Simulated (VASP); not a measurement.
# KCl in VASP: notebook

KCl is run at these levels: PBEsol; tasks: single point, relaxation of cell and atoms.

Everything below comes from runs of VASP 6.6.1. Logs are shortened: lines on timing, memory, paths and dates and some standing lists are left out, and cuts for length are marked.

## 1. The cell of the first run

Symmetry: F-43m, No. 216, cubic system. Conventional cell: a = 6.952 Å, b = 6.952 Å, c = 6.952 Å, α = 90.00°, β = 90.00°, γ = 90.00°. K (site symmetry -43m) has 4 Cl at 3.01 Å within 4.0 Å. Within 4.0 Å of Cl (site symmetry -43m) lie 4 K at 3.01 Å.

## 2. Single point, PBEsol

Contents of INCAR:

```
SYSTEM = KCl
PREC = Accurate
ENCUT = 520
EDIFF = 1E-7
ISMEAR = -1
SIGMA = 0.03
LREAL = .FALSE.
LASPH = .TRUE.
NELM = 60
ALGO = Normal
ISIF = 2
LWAVE = .FALSE.
LCHARG = .TRUE.
GGA = PS
LELF = .TRUE.
LVHAR = .TRUE.
NBANDS = 15
```

Contents of KPOINTS:

```
regular mesh
0
G
  6 6 6
  0 0 0
```

Contents of POSCAR:

```
KCl
1.0
    0.0000000000      3.4758511889      3.4758511889
    3.4758511889      0.0000000000      3.4758511889
    3.4758511889      3.4758511889      0.0000000000
K Cl
1 1
Direct
    0.0000000000      0.0000000000      0.0000000000
    0.2500000000      0.2500000000      0.2500000000
```

Potentials or basis: VASP PAW PBE potentials, release 64 (K_sv, Cl).

On the command line:

```console
$ cat potpaw_PBE.64/K_sv/POTCAR potpaw_PBE.64/Cl/POTCAR > POTCAR
$ mpirun -np 1 vasp_std > vasp.out
```

OUTCAR:

```text
SYSTEM = KCl
   PREC = Accurate
   ENCUT = 520
   EDIFF = 1E-7
   ISMEAR = -1
   LREAL = .FALSE.
   LASPH = .TRUE.
   NELM = 60
   ISIF = 2
   GGA = PS

 ion  position               nearest neighbor table
   1  0.000  0.000  0.000-   2 3.01   2 3.01   2 3.01   2 3.01
   2  0.250  0.250  0.250-   1 3.01   1 3.01   1 3.01   1 3.01

  LATTYP: Found a face centered cubic cell.
 ALAT       =     6.9517023778

  Lattice vectors:

 A1 = (   0.0000000000,   3.4758511889,   3.4758511889)
 A2 = (   3.4758511889,   0.0000000000,   3.4758511889)
 A3 = (   3.4758511889,   3.4758511889,   0.0000000000)

Analysis of symmetry for initial positions (statically):
=====================================================================
 Subroutine PRICEL returns:
 Original cell was already a primitive cell.

 Routine SETGRP: Setting up the symmetry group for a
 face centered cubic supercell.

 Subroutine GETGRP returns: Found 24 space group operations
 (whereof 24 operations were pure point group operations)
 out of a pool of 48 trial point group operations.

The static configuration has the point symmetry T_d .

Analysis of symmetry for dynamics (positions and initial velocities):
=====================================================================
 Subroutine PRICEL returns:
 Original cell was already a primitive cell.

 Routine SETGRP: Setting up the symmetry group for a
 face centered cubic supercell.

 Subroutine GETGRP returns: Found 24 space group operations
 (whereof 24 operations were pure point group operations)
 out of a pool of 48 trial point group operations.

The dynamic configuration has the point symmetry T_d .

 Subroutine INISYM returns: Found 24 space group operations
 (whereof 24 operations are pure point group operations),
 and found     1 'primitive' translations

----------------------------------------------------------------------------------------

                                     Primitive cell

  volume of cell :      83.9873

  direct lattice vectors                    reciprocal lattice vectors
     0.000000000  3.475851189  3.475851189    -0.143849657  0.143849657  0.143849657
     3.475851189  0.000000000  3.475851189     0.143849657 -0.143849657  0.143849657
     3.475851189  3.475851189  0.000000000     0.143849657  0.143849657 -0.143849657

  length of vectors
     4.915595892  4.915595892  4.915595892     0.249154914  0.249154914  0.249154914

  position of ions in fractional coordinates (direct lattice)
     0.000000000  0.000000000  0.000000000
     0.250000000  0.250000000  0.250000000

  ion indices of the primitive-cell ions
   primitive index   ion index
                 1           1
                 2           2

----------------------------------------------------------------------------------------

 KPOINTS: regular mesh

Automatic generation of k-mesh.
 Grid dimensions read from file:
 generate k-points for:    6    6    6

 Generating k-lattice:

  Cartesian coordinates                     Fractional coordinates (reciprocal lattice)
    -0.023974943  0.023974943  0.023974943     0.166666667  0.000000000  0.000000000
     0.023974943 -0.023974943  0.023974943     0.000000000  0.166666667  0.000000000
     0.023974943  0.023974943 -0.023974943     0.000000000  0.000000000  0.166666667

  Length of vectors
     0.041525819  0.041525819  0.041525819

  Shift w.r.t. Gamma in fractional coordinates (k-lattice)
     0.000000000  0.000000000  0.000000000

 Subroutine IBZKPT returns following result:
 ===========================================

 Found     16 irreducible k-points:

 Following reciprocal coordinates:
            Coordinates               Weight
  0.000000  0.000000  0.000000      1.000000
  0.166667  0.000000  0.000000      8.000000
  0.333333  0.000000  0.000000      8.000000
  0.500000  0.000000  0.000000      4.000000
  0.166667  0.166667  0.000000      6.000000
  0.333333  0.166667  0.000000     24.000000
[... 8 lines left out ...]
 -0.333333  0.333333  0.166667     24.000000
 -0.333333  0.500000  0.166667     12.000000
   k-points           NKPTS =     16   k-points in BZ     NKDIM =     16   number of bands    NBANDS=     15
   number of dos      NEDOS =    301   number of ions     NIONS =      2
   total plane-waves  NPLWV =  64000
   dimension x,y,z NGX =    40 NGY =   40 NGZ =   40
   dimension x,y,z NGXF=    80 NGYF=   80 NGZF=   80
   ions per type =               1   1
   NGX,Y,Z   is equivalent  to a cutoff of  13.53, 13.53, 13.53 a.u.
   NGXF,Y,Z  is equivalent  to a cutoff of  27.06, 27.06, 27.06 a.u.
 SYSTEM =  KCl
   PREC   = accura    normal or accurate (medium, high low for compatibility)
   ISTART =      0    job   : 0-new  1-cont  2-samecut
   ICHARG =      2    charge: 1-file 2-atom 10-const
   ISPIN  =      1    spin polarized calculation?
   LNONCOLLINEAR =      F non collinear calculations
   LSORBIT =      F    spin-orbit coupling
   LASPH  =      T    aspherical Exc in radial PAW
   ENCUT  =  520.0 eV  38.22 Ry    6.18 a.u.   9.14  9.14  9.14*2*pi/ulx,y,z
   NELM   =     60;   NELMIN=  2; NELMDL= -5     # of ELM steps
   EDIFF  = 0.1E-06   stopping-criterion for ELM
   LREAL  =      F    real-space projection
   EDIFFG = 0.1E-05   stopping-criterion for IOM
   NSW    =      0    number of steps for IOM
   IBRION =     -1    ionic relax: 0-MD 1-quasi-New 2-CG
   NFREE  =      0    steps in history (QN), initial steepest desc. (CG)
   ISIF   =      2    stress and relaxation
   ISYM   =      2    0-nonsym 1-usesym 2-fastsym
   POTIM  = 0.5000    time-step for ionic-motion
   TEBEG  =    0.0;   TEEND  =   0.0 temperature during run
   PSTRESS=    0.0 pullay stress
   NELECT =      16.0000    total number of electrons
   NUPDOWN=      -1.0000    fix difference up-down
   EMIN   =  10.00;   EMAX   =-10.00  energy-range for DOS
   EFERMI =   0.00;   METHOD = LEGACY
   ISMEAR =    -1;   SIGMA  =   0.03  broadening in eV -4-tet -1-fermi 0-gaus
   EFERMI_NEDOS =   21; number of points for ismear=-14 and -15
   IALGO  =     38    algorithm
   IMIX   =      4    mixing-type and parameters
     AMIX     =   0.40;   BMIX     =  1.00
     AMIX_MAG =   1.60;   BMIX_MAG =  1.00
  volume/ion in A,a.u.               =      41.99       283.39
  Fermi-wavevector in a.u.,A,eV,Ry     =   0.941984  1.780092 12.072917  0.887334
  Thomas-Fermi vector in A             =   2.069549
   LORBIT       =      0    0 simple, 1 ext, 2 COOP (PROOUT), +10 PAW based schemes
   GGA     = PS    functional components
   LHFCALC =     F    Hartree Fock is set to
   AEXX    =    0.0000 exact exchange contribution
   IVDW    =     0    specifies the selected vdW correction
   LEPSILON=     F    determine dielectric tensor
   LRPA    =     F    only Hartree local field effects (RPA)
 non-spin polarized calculation
  energy-cutoff  :      520.00
  volume of cell :       83.99
 maximum number of plane-waves:      2285
 NGX is ok and might be reduce to    40
   NGX = 19   NGY = 19   NGZ = 19

 number of electron      16.0000002 magnetization

 Free energy of the ion-electron system (eV)
  ---------------------------------------------------
  ext. energy  EPLUGINS =         0.00000000
  ---------------------------------------------------
  free energy    TOTEN  =        -6.79610317 eV

  energy without entropy =       -6.79610317  energy(sigma->0) =       -6.79610317

 E-fermi :  -2.4145     XC(G=0):  -6.2540

 val. band max:       -3.1790912655   @ k =   0.5000   0.5000   0.0000
 cond. band min:       1.6628038321   @ k =   0.0000   0.0000   0.0000
 fundamental gap:      4.8418950976
 Fermi energy:        -2.4145021521

 k-point     1 :       0.0000    0.0000    0.0000
  band No.  band energies     occupation
      1     -30.2202      2.00000
      2     -14.9016      2.00000
      3     -13.7865      2.00000
      4     -13.7865      2.00000
      5     -13.7865      2.00000
      6      -3.2304      2.00000
      7      -3.2304      2.00000
      8      -3.2304      2.00000
      9       1.6628      0.00000
     10       6.2090      0.00000
     11       6.2090      0.00000
     12       7.2707      0.00000
     13       7.2707      0.00000
     14       7.2707      0.00000
     15       8.3958      0.00000

 k-point     2 :       0.1667    0.0000    0.0000
  band No.  band energies     occupation
      1     -30.2193      2.00000
      2     -14.9573      2.00000
      3     -13.7896      2.00000
      4     -13.7896      2.00000
      5     -13.7254      2.00000
      6      -3.3282      2.00000
      7      -3.2212      2.00000
      8      -3.2212      2.00000
      9       2.1050      0.00000
     10       5.9452      0.00000
     11       5.9452      0.00000
     12       6.9560      0.00000
     13       7.5260      0.00000
     14       7.6900      0.00000
     15       7.6900      0.00000

 k-point     3 :       0.3333    0.0000    0.0000
  band No.  band energies     occupation
      1     -30.2176      2.00000
      2     -15.0537      2.00000
      3     -13.7956      2.00000
      4     -13.7956      2.00000
      5     -13.6190      2.00000
      6      -3.4803      2.00000
      7      -3.2038      2.00000
      8      -3.2038      2.00000
      9       3.1175      0.00000
     10       5.5984      0.00000
     11       5.7928      0.00000
     12       5.7928      0.00000
     13       7.4154      0.00000
     14       7.5362      0.00000
     15       7.5362      0.00000
[... 199 lines left out ...]
 k-point    15 :      -0.3333    0.3333    0.1667
  band No.  band energies     occupation
      1     -30.2158      2.00000
      2     -15.1318      2.00000
      3     -13.8275      2.00000
      4     -13.8097      2.00000
      5     -13.4970      2.00000
      6      -3.4474      2.00000
      7      -3.3387      2.00000
      8      -3.1856      2.00000
      9       3.8743      0.00000
     10       4.5864      0.00000
     11       5.9867      0.00000
     12       6.3230      0.00000
     13       7.4376      0.00000
     14       7.7259      0.00000
     15       8.1172      0.00000

 k-point    16 :      -0.3333    0.5000    0.1667
  band No.  band energies     occupation
      1     -30.2155      2.00000
      2     -15.1443      2.00000
      3     -13.8255      2.00000
      4     -13.8164      2.00000
      5     -13.4800      2.00000
      6      -3.5108      2.00000
      7      -3.2860      2.00000
      8      -3.1825      2.00000
      9       3.7195      0.00000
     10       4.5325      0.00000
     11       6.7939      0.00000
     12       6.8717      0.00000
     13       6.9536      0.00000
     14       7.3643      0.00000
     15       7.9871      0.00000

------------------------ aborting loop because EDIFF is reached ----------------------------------------

  FORCE on cell =-STRESS in cart. coord.  units (eV):
  Direction    XX          YY          ZZ          XY          YZ          ZX
  --------------------------------------------------------------------------------------
  -------------------------------------------------------------------------------------
  Total        0.0182823      0.0182823      0.0182823      0.0000000     -0.0000000     -0.0000000
  in kB        0.3487614      0.3487614      0.3487614      0.0000000     -0.0000000     -0.0000000
  external PRESSURE =       0.3487614 kB  Pullay stress =       0.0000000 kB

 VOLUME and BASIS-vectors are now :
 -----------------------------------------------------------------------------
  energy-cutoff  :      520.00
  volume of cell :       83.99
      direct lattice vectors                 reciprocal lattice vectors
     0.000000000  3.475851189  3.475851189    -0.143849657  0.143849657  0.143849657
     3.475851189  0.000000000  3.475851189     0.143849657 -0.143849657  0.143849657
     3.475851189  3.475851189  0.000000000     0.143849657  0.143849657 -0.143849657

 POSITION                                       TOTAL-FORCE (eV/Angst)
 -----------------------------------------------------------------------------------
      0.00000      0.00000      0.00000         0.000000      0.000000      0.000000
      1.73793      1.73793      1.73793        -0.000000     -0.000000     -0.000000
 -----------------------------------------------------------------------------------
    total drift:                               -0.000000     -0.000000     -0.000000

  FREE ENERGIE OF THE ION-ELECTRON SYSTEM (eV)
  ---------------------------------------------------
  free  energy   TOTEN  =        -6.7961031663 eV

  energy  without entropy=       -6.7961031663  energy(sigma->0) =       -6.79610317
```

Wall time 54 s (1 thread of Intel Xeon Platinum 8259CL at 2.50GHz (Skylake/Cascade Lake), shared host); peak memory 0.23 GiB.

Results:

```yaml
Free_energy: -6.7961 eV
Pressure: 0.0 GPa
Band_gap_on_the_k_mesh: 4.84 eV (least direct gap 4.89 eV)
```

Levels at points of the mesh, in eV from the valence-band top:
| k point | band 6 | band 7 | band 8 | band 9 | band 10 | band 11 |
| --- | --- | --- | --- | --- | --- | --- |
| (0.00, 0.00, 0.00) | -0.05 | -0.05 | -0.05 | 4.84 | 9.39 | 9.39 |
| (0.50, 0.00, 0.00) | -0.36 | -0.02 | -0.02 | 7.36 | 7.53 | 9.00 |
| (0.50, 0.50, 0.00) | -0.43 | 0.00 | 0.00 | 6.76 | 7.72 | 10.05 |

Caveat: the PAW data sets were made with another functional, which shifts forces and pressure a little. A k mesh can miss the band edges.

## 3. Relaxation of cell and atoms, PBEsol

This run uses another cell than the first one, of 31.01 Å³/atom.

Contents of INCAR:

```
PREC = Accurate
ENCUT = 600
EDIFF = 1E-7
ISMEAR = -1
SIGMA = 0.03
LREAL = False
LASPH = True
NELM = 60
ALGO = Normal
ISIF = 3
LWAVE = False
LCHARG = False
GGA = PS
IBRION = 2
NSW = 100
EDIFFG = -0.01
```

Contents of KPOINTS:

```
regular mesh
0
Gamma
  6 6 6
```

Contents of POSCAR:

```
KCl
1.0
    0.0000000000      3.1418713000      3.1418713000
    3.1418713000      0.0000000000      3.1418713000
    3.1418713000      3.1418713000      0.0000000000
K Cl
1 1
Direct
    0.0000000000      0.0000000000      0.0000000000
    0.2500000000      0.2500000000      0.2500000000
```

Potentials or basis: VASP PAW PBE potentials, release 64 (K_sv, Cl).

On the command line:

```console
$ cat potpaw_PBE.64/K_sv/POTCAR potpaw_PBE.64/Cl/POTCAR > POTCAR
$ mpirun -np 1 vasp_std > vasp.out
```

Wall time 1.9 min (1 thread of Intel Xeon Platinum 8259CL at 2.50GHz (Skylake/Cascade Lake), shared host); peak memory 0.21 GiB.

Results (log left out):

* Free energy: -6.7926 eV
* Relaxed volume: 42.13 Å³/atom
* Relaxed cell: a = 4.921 Å, b = 4.921 Å, c = 4.921 Å, α = 60.00°, β = 60.00°, γ = 60.00°
* Space group after relaxing (to 0.1 Å): F-43m (No. 216)
* Energy gained by relaxing: 199.2 meV/atom
* Ionic steps: 5
* Pressure after relaxing: 0.0 GPa
* Band gap on the k mesh: 4.84 eV (least direct gap 4.89 eV)

The path:
| step | energy change (eV) | largest force (eV/Å) | pressure (GPa) | volume (Å³) |
| --- | --- | --- | --- | --- |
| 1 | 0.0000 | 0.0000 | 7.68 | 62.03 |
| 2 | -0.3650 | 0.0000 | 1.51 | 76.37 |
| 3 | -0.3946 | 0.0000 | 0.45 | 81.35 |
| 4 | -0.3984 | 0.0000 | 0.06 | 83.77 |
| 5 | -0.3984 | 0.0000 | -0.01 | 84.25 |

Final structure:
```yaml
crystal:
  lattice:
    - [0.00000, 3.47952, 3.47952]
    - [3.47952, 0.00000, 3.47952]
    - [3.47952, 3.47952, 0.00000]
  atoms:
    - { symbol: K, position: [0.00000, 0.00000, 0.00000] }
    - { symbol: Cl, position: [0.25000, 0.25000, 0.25000] }
```

Levels at points of the mesh, in eV from the valence-band top:
```csv
k point,band 6,band 7,band 8,band 9,band 10,band 11
"(0.00, 0.00, 0.00)",-0.05,-0.05,-0.05,4.84,9.38,9.38
"(0.50, 0.00, 0.00)",-0.36,-0.02,-0.02,7.35,7.52,8.99
"(0.50, 0.50, 0.00)",-0.43,0.00,0.00,6.75,7.71,10.36
```

Caveat: the volume moved by over 15 % at a fixed basis, so the end points are rough; the PAW data sets were made with another functional, which shifts forces and pressure a little.

[end of part 1 of 2]
